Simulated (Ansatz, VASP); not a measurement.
## AlCo: VASP beside Ansatz

```
Co Al
1.0
     2.85171    0.00000    0.00000
     0.00000    2.85171    0.00000
     0.00000    0.00000    2.85171
Co Al
1 1
Direct
  0.00000 0.00000 0.00000
  0.50000 0.50000 0.50000
```

Alike in both runs: functional PBE; k mesh 14 × 14 × 14; occupations gaussian, width 0.1 eV; no spin polarisation.

Ansatz relaxed the structure, and its values are those at the end. VASP's run is a single point on that final structure, the one shown.

```csv
,VASP,Ansatz
version,VASP 6.6.1,Ansatz 0.2.0
potentials or method,"VASP PAW PBE potentials, release 64 (Co, Al), cutoff 600 eV","scalar-relativistic, plane waves, PAW"
valence electrons in the cell,12,20
```

```csv
,VASP,Ansatz,Ansatz less VASP
gap on the k mesh at the Fermi level (eV),none,none,-
pressure (GPa),0.0,0.0,+0.03
```

A gap of «none» marks a metal or a gap that the smearing closes. The functional is the same, so the differences come from potentials, cutoffs and numerics. VASP's potentials hold 12 valence electrons a cell and Ansatz's 20, so a difference there can come from the potentials and not from the codes.
